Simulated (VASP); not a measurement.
## Pb: single point with PBEsol+D3(BJ)

The system is Pb.

```
Pb
1.0
    -1.92447    1.92447    1.92447
     1.92447   -1.92447    1.92447
     1.92447    1.92447   -1.92447
Pb
1
Cartesian
  0.0000 0.0000 0.0000
```

```yaml
Program: VASP 6.6.1
Task: single point
Functional: PBEsol
Dispersion: D3(BJ)
Potentials_or_basis: VASP PAW PBE potentials, release 64 (Pb_d)
Cutoff: 520 eV
k_mesh: 7 × 7 × 7
Occupations: fermi-dirac, width 0.3 eV
Spin: no spin polarisation
Dipole_correction: no
Further_INCAR_settings: ALGO = Normal; EDIFF = 1e-06; NBANDS = 13
```

```
Pressure                   : -0.3 GPa
Band gap on the k mesh     : zero (band 7 reaches 16.02 eV, above the bottom of band 8 at 5.96 eV)
Dispersion energy per atom : -0.471 eV
```

Levels at points of the mesh, in eV from the Fermi level:
```
           k point  band 3  band 4  band 5  band 6  band 7  band 8  band 9  band 10  band 11  band 12
(0.00, 0.00, 0.00)  -17.15  -16.87  -16.87  -12.25    8.16    8.16    8.16    11.15    11.15    11.15
```

It used 6 s of CPU time on 1 thread of Intel Xeon 6975P-C, on a shared host.

Caveat: three body term missing; the PAW data sets were made with another functional, which shifts forces and pressure a little; spin-orbit coupling is left out, which moves the levels of the heavy elements; pairwise dispersion overbinds metals, which lowers pressure and volume.
